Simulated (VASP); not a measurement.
**BiOs: single point with PBEsol**

Crystal: BiOs.

```
Os Bi
1.0
     0.00000    3.02533    3.02533
     3.02533    0.00000    3.02533
     3.02533    3.02533    0.00000
Os Bi
1 1
Direct
  0.00000 0.00000 0.00000
  0.25000 0.25000 0.25000
```

```
Program                 : VASP 6.6.1
Task                    : single point
Functional              : PBEsol
Potentials or basis     : VASP PAW PBE potentials, release 64 (Os, Bi_d)
Cutoff                  : 520 eV
k mesh                  : 10 × 10 × 10
Occupations             : gaussian, width 0.05 eV
Spin                    : no spin polarisation
Dipole correction       : no
k mesh for the DOS      : 15 × 15 × 15
Occupations for the DOS : tetrahedron
Further INCAR settings  : ALGO = Normal; EDIFF = 1e-06; NBANDS = 18
```

| Quantity | Value |
| --- | --- |
| Valence electrons inside the program's atomic spheres | Os 7.14; Bi 13.02 |

Levels at points of the mesh, in eV from the Fermi level:
```tsv
k point	band 8	band 9	band 10	band 11	band 12	band 13	band 14	band 15
(0.00, 0.00, 0.00)	-2.91	-2.91	-0.64	-0.64	2.77	5.93	5.93	5.93
```

Run time: 3.3 min on 1 thread of Intel Xeon 8259CL, with other jobs on the host, peak memory 0.23 GiB.

Caveat: spin-orbit coupling is left out, which moves the levels of the heavy elements.
